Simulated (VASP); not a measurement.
Input of a VASP 6.6.1 run:

The input INCAR:

```
SYSTEM = Bi
PREC = Accurate
ENCUT = 520
EDIFF = 1E-6
ISMEAR = 0
SIGMA = 0.1
LREAL = .False.
LASPH = .True.
NELM = 80
ALGO = Normal
ISIF = 2
LWAVE = .False.
LCHARG = .False.
GGA = PE
NBANDS = 22
```

KPOINTS

```
Automatic mesh
0
Gamma
  6 6 4
  0 0 0
```

The input POSCAR:

```
Bi
1.0
    3.5875145600      0.0000000000      0.0000000000
   -1.7937572800      3.1068787400      0.0000000000
    0.0000000000      0.0000000000      6.7658814000
Bi
2
Direct
    0.0000000000      0.0000000000      0.7531790000
    0.0000000000      0.0000000000      0.2468210000
```

Potentials or basis: VASP PAW PBE potentials, release 64 (Bi_d).

Command:

```bash
$ cat potpaw_PBE.64/Bi_d/POTCAR > POTCAR
$ mpirun -np 1 vasp_std > vasp.out
```

(1) Predict the band gap on the k mesh.

(2) Estimate the largest force.

(3) What does it give for the pressure?

## Answers

(1) zero (band 15 reaches 9.85 eV, above the bottom of band 16 at 3.52 eV).

(2) 0.025 eV/Å.

(3) -4.4 GPa.

Caveat: spin-orbit coupling is left out, which moves the levels of the heavy elements.
